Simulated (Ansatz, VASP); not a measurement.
# Cu in VASP and in Ansatz

```
Cu
1.0
     0.00000    1.84295    1.84295
     1.84295    0.00000    1.84295
     1.84295    1.84295    0.00000
Cu
1
Direct
  0.00000 0.00000 0.00000
```

Alike in both runs: task single point; functional revPBE; dispersion D4; k mesh 13 × 13 × 13; occupations fermi-dirac, width 0.05 eV; no spin polarisation.

```csv
,VASP,Ansatz
version,VASP 6.6.1,Ansatz 0.2.0
potentials or method,"VASP PAW PBE potentials, release 64 (Cu)",Ansatz PAW
plane-wave cutoff (eV),600,420
valence electrons in the cell,11,19
```

|  | VASP | Ansatz | Ansatz less VASP |
| --- | --- | --- | --- |
| gap on the k mesh at the Fermi level (eV) | none | none | - |
| pressure (GPa) | -13.5 | -14.1 | -0.62 |

VASP's potentials were made for PBE, not for revPBE. A gap of «none» marks a metal or a gap that the smearing closes. VASP's potentials hold 11 valence electrons a cell and Ansatz's 19, so a difference there can come from the potentials and not from the codes.
